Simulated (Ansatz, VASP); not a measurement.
# CaO in VASP and in Ansatz

File INCAR:

```
PREC     = Accurate       # precision mode
ENCUT    = 600            # plane-wave cutoff, eV
EDIFF    = 1E-6           # SCF threshold, eV
ISMEAR   = -1             # smearing method
SIGMA    = 0.05           # smearing width, eV
LREAL    = False          # projectors in reciprocal space
LASPH    = True           # aspherical terms in the spheres
NELM     = 80             # most SCF steps
ALGO     = Normal         # electronic algorithm
ISIF     = 3              # what is computed and relaxed
LWAVE    = False          # write WAVECAR
LCHARG   = False          # write CHGCAR
GGA      = PS             # functional
IVDW     = 13             # dispersion correction
IBRION   = 2              # ionic algorithm
NSW      = 80             # ionic steps
EDIFFG   = -0.02          # ionic threshold
```

KPOINTS

```
Automatic mesh
0
Gamma
  10 10 10
```

Contents of POSCAR:

```
CaO
1.0
    0.0000000000      2.4035556960      2.4035556960
    2.4035556960      0.0000000000      2.4035556960
    2.4035556960      2.4035556960      0.0000000000
Ca O
1 1
Direct
    0.0000000000      0.0000000000      0.0000000000
    0.5000000000      0.5000000000      0.5000000000
```

File input.yaml:

```yaml
crystal:
  lattice:
    - [0.0, 2.403555696, 2.403555696]
    - [2.403555696, 0.0, 2.403555696]
    - [2.403555696, 2.403555696, 0.0]
  atoms:
    - { symbol: Ca, position: [0.0, 0.0, 0.0] }
    - { symbol: O, position: [0.5, 0.5, 0.5] }
kpoints:
  mp_grid: { grid: [10, 10, 10] }
scf:
  occupations: { method: fermi_dirac, width: 0.05 }
hamiltonian:
  xc: pbesol
  dispersion: d4
  pseudopotentials: { kind: all_electron, lapw: { basis_error: 0.001 } }
output:
  forces: true
  stress: true
relax:
  f_tol: 0.02
  max_steps: 60
  cell: {}
```

Alike in both runs: task relaxation of cell and atoms; functional PBEsol; dispersion D4; k mesh 10 × 10 × 10; occupations fermi-dirac, width 0.05 eV; no spin polarisation.

|  | VASP | Ansatz |
| --- | --- | --- |
| version | VASP 6.6.1 | Ansatz 0.2.0 |
| potentials or method | VASP PAW PBE potentials, release 64 (Ca_sv, O), cutoff 600 eV | all-electron LAPW, scalar-relativistic |

VASP gave:

* relaxed volume (Å³/atom): 13.46
* relaxed cell length with the largest relative difference (Å): 3.364

Question: Which values does Ansatz return?

Answer: Relaxed volume (Å³/atom): 13.40; relaxed cell length with the largest relative difference (Å): 3.359.

VASP's potentials were made for PBE, not for PBEsol. Ansatz ran all-electron here, and VASP with PAW potentials.
